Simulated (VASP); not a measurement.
The system is ZrS2.

```
Zr S
1.0
     3.67436    0.00000    0.00000
    -1.83718    3.18209    0.00000
     0.00000    0.00000    5.85714
Zr S
1 2
Cartesian
  0.0000 0.0000 0.0000
  1.8372 1.0607 4.4149
  0.0000 2.1214 1.4422
```

Base run:

| Quantity | Value |
| --- | --- |
| Program | VASP 6.6.1 |
| Functional | PBE0 |
| Potentials or basis | VASP PAW PBE potentials, release 64 (Zr_sv, S) |
| Cutoff | 400 eV |
| k mesh | 6 × 6 × 4 |
| Occupations | gaussian, width 0.01 eV |
| Spin | no spin polarisation |

Its results: band gap on the k mesh 2.38 eV (least direct gap 3.09 eV); pressure -0.1 GPa; largest force 0.181 eV/Å.

The run is repeated on the same cell with these changes: functional from PBE0 to HSE06. What comes out?

Band gap on the k mesh 1.68 eV (least direct gap 2.38 eV); pressure 0.0 GPa; largest force 0.186 eV/Å.

Caveats: the PAW data sets were made with another functional, which shifts forces and pressure a little; this functional lacks dispersion, which binds layers or chains, so the pressure and a relaxed spacing across them are unreliable.

A k mesh can miss the band edges.
